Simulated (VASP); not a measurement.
# Na2C2N (Immm) in VASP: single point with PBE

Aim: the single point of Na2C2N with PBE.

Everything below comes from runs of VASP 6.6.1. Logs are shortened: lines on timing, memory, paths and dates and some standing lists are left out, and cuts for length are marked.

### 1 The cell of the first run

It takes space group Immm (No. 71, orthorhombic). Conventional cell: a = 3.454 Å, b = 4.398 Å, c = 7.569 Å, α = 90.00°, β = 90.00°, γ = 90.00°. Na (site symmetry mm2) has 6 C at 2.51 to 2.58 Å and 4 N at 2.62 to 2.85 Å and 4 Na at 2.80 Å within 3.3 Å. Within 1.7 Å of C (site symmetry m2m) lie 1 C at 1.29 Å. N (site symmetry mmm) has 4 C at 2.32 Å and 8 Na at 2.62 to 2.85 Å within 3.1 Å.

The cell was generated, and may not be a known phase.

### 2 Single point, PBE

Contents of INCAR:

```
PREC = Accurate
ENCUT = 520
EDIFF = 1E-7
ISMEAR = 0
SIGMA = 0.1
LREAL = False
LASPH = True
NELM = 100
ALGO = Normal
ISIF = 2
LWAVE = False
LCHARG = False
GGA = PE
NBANDS = 22
```

Contents of KPOINTS:

```
regular mesh
0
Gamma
  14 14 14
```

Contents of POSCAR:

```
Na2C2N
1.0
   -1.7267508716      2.1990909722      3.7846201109
    1.7267508716     -2.1990909722      3.7846201109
    1.7267508716      2.1990909722     -3.7846201109
Na C N
2 2 1
Direct
    0.7391346922      0.2391346922      0.5000000000
    0.2608653078      0.7608653078      0.5000000000
    0.6463298557      0.5000000000      0.1463298557
    0.3536701443      0.5000000000      0.8536701443
    0.0000000000      0.0000000000      0.0000000000
```

Potentials or basis: VASP PAW PBE potentials, release 64 (Na_pv, C, N).

Command:

```sh
$ cat potpaw_PBE.64/Na_pv/POTCAR potpaw_PBE.64/C/POTCAR potpaw_PBE.64/N/POTCAR > POTCAR
$ mpirun -np 1 vasp_std > vasp.out
```

OUTCAR:

```text
PREC = Accurate
   ENCUT = 520
   EDIFF = 1E-7
   ISMEAR = 0
   LREAL = False
   LASPH = True
   NELM = 100
   ISIF = 2
   GGA = PE

 ion  position               nearest neighbor table
   1  0.739  0.239  0.500-
   2  0.261  0.761  0.500-
   3  0.646  0.500  0.146-   4 1.29
   4  0.354  0.500  0.854-   3 1.29
   5  0.000  0.000  0.000-

  LATTYP: Found a body centered orthorhombic cell.
 ALAT       =     3.4535017432
 B/A-ratio  =     1.2735427029
 C/A-ratio  =     2.1917580429

  Lattice vectors:

 A1 = (  -1.7267508716,   2.1990909722,   3.7846201109)
 A2 = (   1.7267508716,  -2.1990909722,   3.7846201109)
 A3 = (   1.7267508716,   2.1990909722,  -3.7846201109)

Analysis of symmetry for initial positions (statically):
=====================================================================
 Subroutine PRICEL returns:
 Original cell was already a primitive cell.

 Routine SETGRP: Setting up the symmetry group for a
 body centered orthorhombic supercell.

 Subroutine GETGRP returns: Found  8 space group operations
 (whereof  8 operations were pure point group operations)
 out of a pool of  8 trial point group operations.

The static configuration has the point symmetry D_2h.

Analysis of symmetry for dynamics (positions and initial velocities):
=====================================================================
 Subroutine PRICEL returns:
 Original cell was already a primitive cell.

 Routine SETGRP: Setting up the symmetry group for a
 body centered orthorhombic supercell.

 Subroutine GETGRP returns: Found  8 space group operations
 (whereof  8 operations were pure point group operations)
 out of a pool of  8 trial point group operations.

The dynamic configuration has the point symmetry D_2h.

 Subroutine INISYM returns: Found  8 space group operations
 (whereof  8 operations are pure point group operations),
 and found     1 'primitive' translations

----------------------------------------------------------------------------------------

                                     Primitive cell

  volume of cell :      57.4851

  direct lattice vectors                    reciprocal lattice vectors
    -1.726750872  2.199090972  3.784620111     0.000000000  0.227366674  0.132113656
     1.726750872 -2.199090972  3.784620111     0.289561168  0.000000000  0.132113656
     1.726750872  2.199090972 -3.784620111     0.289561168  0.227366674  0.000000000

  length of vectors
     4.705424429  4.705424429  4.705424429     0.262963158  0.318276120  0.368159306

  position of ions in fractional coordinates (direct lattice)
     0.739134692  0.239134692  0.500000000
     0.260865308  0.760865308  0.500000000
     0.646329856  0.500000000  0.146329856
     0.353670144  0.500000000  0.853670144
     0.000000000  0.000000000  0.000000000

  ion indices of the primitive-cell ions
   primitive index   ion index
                 1           1
                 2           2
                 3           3
                 4           4
                 5           5

----------------------------------------------------------------------------------------

 KPOINTS: regular mesh

Automatic generation of k-mesh.
 Grid dimensions read from file:
 generate k-points for:   14   14   14

 Generating k-lattice:

  Cartesian coordinates                     Fractional coordinates (reciprocal lattice)
     0.000000000  0.016240477  0.009436690     0.071428571  0.000000000  0.000000000
     0.020682941  0.000000000  0.009436690    -0.000000000  0.071428571  0.000000000
     0.020682941  0.016240477  0.000000000    -0.000000000  0.000000000  0.071428571

  Length of vectors
     0.018783083  0.022734009  0.026297093

  Shift w.r.t. Gamma in fractional coordinates (k-lattice)
     0.000000000  0.000000000  0.000000000

 Subroutine IBZKPT returns following result:
 ===========================================

 Found    428 irreducible k-points:

 Following reciprocal coordinates:
            Coordinates               Weight
  0.000000  0.000000  0.000000      1.000000
  0.071429  0.000000 -0.000000      4.000000
  0.142857  0.000000 -0.000000      4.000000
  0.214286  0.000000 -0.000000      4.000000
  0.285714  0.000000  0.000000      4.000000
  0.357143  0.000000 -0.000000      4.000000
[... 16 lines left out ...]
  0.000000  0.142857 -0.000000      4.000000
  0.071429  0.142857 -0.000000      8.000000
 [... further k-points ...]
   k-points           NKPTS =    428   k-points in BZ     NKDIM =    428   number of bands    NBANDS=     22
   number of dos      NEDOS =    301   number of ions     NIONS =      5
   total plane-waves  NPLWV =  46656
   dimension x,y,z NGX =    36 NGY =   36 NGZ =   36
   dimension x,y,z NGXF=    72 NGYF=   72 NGZF=   72
   ions per type =               2   2   1
   NGX,Y,Z   is equivalent  to a cutoff of  12.72, 12.72, 12.72 a.u.
   NGXF,Y,Z  is equivalent  to a cutoff of  25.44, 25.44, 25.44 a.u.
 SYSTEM =  unknown system
   PREC   = accura    normal or accurate (medium, high low for compatibility)
   ISTART =      0    job   : 0-new  1-cont  2-samecut
   ICHARG =      2    charge: 1-file 2-atom 10-const
   ISPIN  =      1    spin polarized calculation?
   LNONCOLLINEAR =      F non collinear calculations
   LSORBIT =      F    spin-orbit coupling
   LASPH  =      T    aspherical Exc in radial PAW
   ENCUT  =  520.0 eV  38.22 Ry    6.18 a.u.   8.75  8.75  8.75*2*pi/ulx,y,z
   NELM   =    100;   NELMIN=  2; NELMDL= -5     # of ELM steps
   EDIFF  = 0.1E-06   stopping-criterion for ELM
   LREAL  =      F    real-space projection
   EDIFFG = 0.1E-05   stopping-criterion for IOM
   NSW    =      0    number of steps for IOM
   IBRION =     -1    ionic relax: 0-MD 1-quasi-New 2-CG
   NFREE  =      0    steps in history (QN), initial steepest desc. (CG)
   ISIF   =      2    stress and relaxation
   ISYM   =      2    0-nonsym 1-usesym 2-fastsym
   POTIM  = 0.5000    time-step for ionic-motion
   TEBEG  =    0.0;   TEEND  =   0.0 temperature during run
   PSTRESS=    0.0 pullay stress
   NELECT =      27.0000    total number of electrons
   NUPDOWN=      -1.0000    fix difference up-down
   EMIN   =  10.00;   EMAX   =-10.00  energy-range for DOS
   EFERMI =   0.00;   METHOD = LEGACY
   ISMEAR =     0;   SIGMA  =   0.10  broadening in eV -4-tet -1-fermi 0-gaus
   EFERMI_NEDOS =   21; number of points for ismear=-14 and -15
   IALGO  =     38    algorithm
   IMIX   =      4    mixing-type and parameters
     AMIX     =   0.40;   BMIX     =  1.00
     AMIX_MAG =   1.60;   BMIX_MAG =  1.00
  volume/ion in A,a.u.               =      11.50        77.59
  Fermi-wavevector in a.u.,A,eV,Ry     =   1.272558  2.404787 22.033339  1.619405
  Thomas-Fermi vector in A             =   2.405430
   LORBIT       =      0    0 simple, 1 ext, 2 COOP (PROOUT), +10 PAW based schemes
   GGA     = PE    functional components
   LHFCALC =     F    Hartree Fock is set to
   AEXX    =    0.0000 exact exchange contribution
   IVDW    =     0    specifies the selected vdW correction
   LEPSILON=     F    determine dielectric tensor
   LRPA    =     F    only Hartree local field effects (RPA)
 non-spin polarized calculation
 Gauss-broadening in eV      SIGMA  =   0.10
  energy-cutoff  :      520.00
  volume of cell :       57.49
 maximum number of plane-waves:      1574
   NGX = 17   NGY = 17   NGZ = 17

 number of electron      27.0000002 magnetization

 Free energy of the ion-electron system (eV)
  ---------------------------------------------------
  ext. energy  EPLUGINS =         0.00000000
  ---------------------------------------------------
  free energy    TOTEN  =       -23.39855107 eV

  energy without entropy =      -23.39378500  energy(sigma->0) =      -23.39616804

 E-fermi :   3.0386     XC(G=0): -10.0502

 val. band max:        3.0363070023   @ k =   0.2143   0.3571   0.0714
 cond. band min:       3.0386900968   @ k =  -0.2857   0.1429   0.0000
 fundamental gap:      0.0023830946
 Fermi energy:         3.0385644937

 k-point     1 :       0.0000    0.0000    0.0000
  band No.  band energies     occupation
      1     -20.6047      2.00000
      2     -20.4573      2.00000
      3     -20.3263      2.00000
      4     -20.3025      2.00000
      5     -20.3012      2.00000
      6     -20.2740      2.00000
[... 14 lines left out ...]
     21      14.5150      0.00000
     22      15.0570      0.00000

 k-point     2 :       0.0714    0.0000   -0.0000
  band No.  band energies     occupation
      1     -20.6013      2.00000
      2     -20.4554      2.00000
      3     -20.3261      2.00000
      4     -20.3071      2.00000
      5     -20.3032      2.00000
      6     -20.2747      2.00000
[... 14 lines left out ...]
     21      14.3624      0.00000
     22      15.0861      0.00000

 k-point     3 :       0.1429    0.0000   -0.0000
  band No.  band energies     occupation
      1     -20.5913      2.00000
      2     -20.4498      2.00000
      3     -20.3254      2.00000
      4     -20.3200      2.00000
      5     -20.3091      2.00000
      6     -20.2769      2.00000
[... 14 lines left out ...]
     21      13.9972      0.00000
     22      15.1703      0.00000
[... 476 lines left out ...]
 k-point    23 :       0.0000    0.1429   -0.0000
  band No.  band energies     occupation
      1     -20.5893      2.00000
      2     -20.4600      2.00000
      3     -20.3243      2.00000
      4     -20.3207      2.00000
      5     -20.3170      2.00000
      6     -20.2744      2.00000
[... 14 lines left out ...]
     21      14.4202      0.00000
     22      14.7533      0.00000

 k-point    24 :       0.0714    0.1429   -0.0000
  band No.  band energies     occupation
      1     -20.5881      2.00000
      2     -20.4571      2.00000
      3     -20.3377      2.00000
      4     -20.3257      2.00000
      5     -20.3064      2.00000
      6     -20.2739      2.00000
[... 14 lines left out ...]
     21      14.0814      0.00000
     22      14.7577      0.00000

 [... further k-points ...]

------------------------ aborting loop because EDIFF is reached ----------------------------------------

  FORCE on cell =-STRESS in cart. coord.  units (eV):
  Direction    XX          YY          ZZ          XY          YZ          ZX
  --------------------------------------------------------------------------------------
  -------------------------------------------------------------------------------------
  Total        0.0224788      0.1421524      0.0124842     -0.0000000      0.0000000      0.0000000
  in kB        0.6265095      3.9619564      0.3479504     -0.0000000      0.0000000      0.0000000
  external PRESSURE =       1.6454721 kB  Pullay stress =       0.0000000 kB

 VOLUME and BASIS-vectors are now :
 -----------------------------------------------------------------------------
  energy-cutoff  :      520.00
  volume of cell :       57.49
      direct lattice vectors                 reciprocal lattice vectors
    -1.726750872  2.199090972  3.784620111     0.000000000  0.227366674  0.132113656
     1.726750872 -2.199090972  3.784620111     0.289561168  0.000000000  0.132113656
     1.726750872  2.199090972 -3.784620111     0.289561168  0.227366674  0.000000000

 POSITION                                       TOTAL-FORCE (eV/Angst)
 -----------------------------------------------------------------------------------
      0.00000      2.19909      1.81007        -0.000000      0.000000     -0.001741
      1.72675      0.00000      1.97455        -0.000000     -0.000000      0.001741
     -0.00000      0.64359      3.78462         0.000000      0.104811     -0.000000
      1.72675      1.55551      0.00000         0.000000     -0.104811     -0.000000
      0.00000      0.00000      0.00000         0.000000      0.000000     -0.000000
 -----------------------------------------------------------------------------------
    total drift:                               -0.000000     -0.000000      0.000000

  FREE ENERGIE OF THE ION-ELECTRON SYSTEM (eV)
  ---------------------------------------------------
  free  energy   TOTEN  =       -23.3985510744 eV

  energy  without entropy=      -23.3937850034  energy(sigma->0) =      -23.39616804
```

Run time: 11 min. Hardware: 1 thread of Intel Xeon Platinum 8488C (Sapphire Rapids), shared host; peak memory 0.55 GiB.

What came out:

| Property | Result |
| --- | --- |
| Free energy | -23.3986 eV |
| Pressure | 0.2 GPa |
| Largest force | 0.105 eV/Å |
| Band gap on the k mesh | zero (an odd number of electrons rules out a gap without spin polarisation) |

Forces on the atoms (eV/Å):
```
Na   0.000  0.000 -0.002
Na   0.000  0.000  0.002
C    0.000  0.105  0.000
C    0.000 -0.105  0.000
N    0.000  0.000  0.000
```

Levels at points of the mesh, in eV from the Fermi level:
```tsv
k point	band 10	band 11	band 12	band 13	band 14	band 15	band 16	band 17	band 18	band 19
(0.00, 0.00, 0.00)	-3.52	-3.34	-1.88	-1.24	0.64	0.92	2.51	3.42	4.68	8.62
(0.50, 0.00, 0.00)	-3.68	-3.58	-2.21	-2.19	-1.63	1.70	3.68	6.52	6.63	7.14
(0.00, 0.50, 0.00)	-4.47	-3.60	-3.04	-2.42	-1.64	2.58	3.56	6.69	6.85	7.26
(0.50, 0.50, 0.00)	-5.14	-3.42	-1.38	-1.36	1.10	1.38	2.35	4.46	7.15	7.99
(0.50, 0.50, 0.50)	-5.22	-3.35	-1.60	-0.48	0.62	0.98	3.71	4.93	7.03	7.54
```
